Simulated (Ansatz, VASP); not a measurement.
## Ni in VASP and in Ansatz

```xyz
1
Lattice="0.0000 1.7600 1.7600 1.7600 0.0000 1.7600 1.7600 1.7600 0.0000" Properties=species:S:1:pos:R:3 pbc="T T T"
Ni    0.0000    0.0000    0.0000
```

Alike in both runs: task relaxation of cell and atoms; functional PBE; k mesh 20 × 20 × 20; occupations gaussian, width 0.1 eV; collinear spin.

|  | VASP | Ansatz |
| --- | --- | --- |
| version | VASP 6.6.1 | Ansatz 0.2.0 |
| potentials or method | VASP PAW PBE potentials, release 64 (Ni), cutoff 600 eV | scalar-relativistic, plane waves, PAW |
| valence electrons in the cell | 10 | 18 |

|  | VASP | Ansatz | Ansatz less VASP |
| --- | --- | --- | --- |
| gap on the k mesh at the Fermi level, each at its own relaxed structure (eV) | none | none | - |
| net moment per atom (μB) | 0.63 | 0.64 | +0.010 |
| size of the moment on the site where the two differ most (μB) | 0.64 | 0.68 | +0.037 |
| relaxed volume (Å³/atom) | 10.88 | 10.89 | +0.009 |
| relaxed length of the cell vector where the two differ most in proportion (Å) | 2.487 | 2.488 | +0.0007 |

Site moments also hang on the region over which each program counts them. A gap of «none» marks a metal or a gap that the smearing closes. VASP's potentials hold 10 valence electrons a cell and Ansatz's 18, so a difference there can come from the potentials and not from the codes.
